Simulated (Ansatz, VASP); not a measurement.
Two plane-wave programs on Ga

File INCAR:

```
SYSTEM = Ga
PREC = Accurate ; ENCUT = 520
EDIFF = 1E-6 ; ISMEAR = 0
SIGMA = 0.15 ; LREAL = .FALSE.
LASPH = .TRUE. ; NELM = 60
ALGO = Fast ; ISIF = 2
LWAVE = .FALSE. ; LCHARG = .FALSE.
GGA = PS ; NBANDS = 20
```

The input KPOINTS:

```
regular mesh
0
G
  18 18 16
  0 0 0
```

Contents of POSCAR:

```
Ga
1.0
    1.4753750000     -4.1361375000      0.0000000000
    1.4753750000      4.1361375000      0.0000000000
    0.0000000000      0.0000000000      3.1700000000
Ga
2
Direct
    0.8670000000      0.1330000000      0.2500000000
    0.1330000000      0.8670000000      0.7500000000
```

Input for Ansatz:

```yaml
crystal:
  lattice:
    - [1.475375, -4.1361375, 0.0]
    - [1.475375, 4.1361375, 0.0]
    - [0.0, 0.0, 3.17]
  atoms:
    - { symbol: Ga, position: [0.867, 0.133, 0.25] }
    - { symbol: Ga, position: [0.133, 0.867, 0.75] }
basis:
  ecutwfc: 420
kpoints:
  mp_grid: { grid: [18, 18, 16] }
hamiltonian:
  xc: pbesol
scf:
  occupations: { method: gaussian, width: 0.15 }
output:
  forces: true
  stress: true
  eigenvalues: true
```

Change from the starting cell: strain +0.0175 x Voigt [1, 1, 0, 0, 0, 0], atoms carried along.

Alike in both runs: task single point; functional PBEsol; k mesh 18 × 18 × 16; occupations gaussian, width 0.15 eV; no spin polarisation.

|  | VASP | Ansatz |
| --- | --- | --- |
| version | VASP 6.6.1 | Ansatz 0.2.0 |
| potentials or method | VASP PAW PBE potentials, release 64 (Ga_d), cutoff 520 eV | scalar-relativistic, plane waves, PAW |
| valence electrons in the cell | 26 | 26 |

```tsv
	VASP	Ansatz	Ansatz less VASP
gap on the k mesh at the Fermi level (eV)	none	none	-
pressure (GPa)	-3.4	-3.4	0.00
traceless stress, the component that is largest in VASP (GPa)	-1.91	-1.91	+0.002
rms of the force components (eV/Å)	0.107	0.106	-0.0005
```

VASP's potentials were made for PBE, not for PBEsol. Atom by atom the forces differ by 0.000 eV/Å (rms over components). A gap of «none» marks a metal or a gap that the smearing closes.
